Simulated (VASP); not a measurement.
Wanted: the native input for a VASP 6.6.1 run.

* Task: single point
* Functional: PBE
* Potentials or basis: VASP PAW PBE potentials, release 64 (B, F)
* Cutoff: 520 eV
* k mesh: 6 × 6 × 4
* Occupations: gaussian, width 0.1 eV
* Spin: collinear spin, ferromagnetic start
* Starting moments: [0.0, 0.0, 1.0] μB
* Dipole correction: no
* Further INCAR settings: ALGO = Normal; EDIFF = 1e-07; NBANDS = 18

The structure of B2F lies in POSCAR:

```
B2F
1.0
    2.5690699700      0.0000000000      0.0000000000
   -1.2845349900      2.2248798600      0.0000000000
    0.0000000000      0.0000000000      4.9085107400
B F
2 1
Direct
    0.0000000000      0.0000000000      0.7440564900
    0.0000000000      0.0000000000      0.2559435100
    0.0000000000      0.0000000000      0.0000000000
```

The input as run:

INCAR

```
  PREC = Accurate
  ENCUT = 520
  EDIFF = 1E-7
  ISMEAR = 0
  SIGMA = 0.1
  LREAL = False
  LASPH = True
  NELM = 150
  ALGO = Normal
  ISIF = 2
  LWAVE = False
  LCHARG = False
  ISPIN = 2
  MAGMOM = 0 0 1
  LORBIT = 11
  GGA = PE
  NBANDS = 18
```

KPOINTS

```
regular mesh
0
Gamma
  6 6 4
```

Potentials or basis: VASP PAW PBE potentials, release 64 (B, F).

Run with:

```console
$ cat potpaw_PBE.64/B/POTCAR potpaw_PBE.64/F/POTCAR > POTCAR
$ mpirun -np 1 vasp_std > vasp.out
```

Results of the run:

The pressure is 26.0 GPa, the largest force is 11.086 eV/Å and the net moment is 0.00 μB per cell. The valence electrons inside the program's atomic spheres are B 1.77; F 6.41.

Caveat: the k points lie up to 0.47 Å⁻¹ apart; forces of over 1 eV/Å act on the atoms, so gaps and moduli don't describe the material at rest.

It took 21 s on 1 thread of Intel(R) Xeon(R) Platinum 8259CL CPU @ 2.50GHz (Skylake/Cascade Lake), with other jobs on the host, peak memory 0.15 GiB.
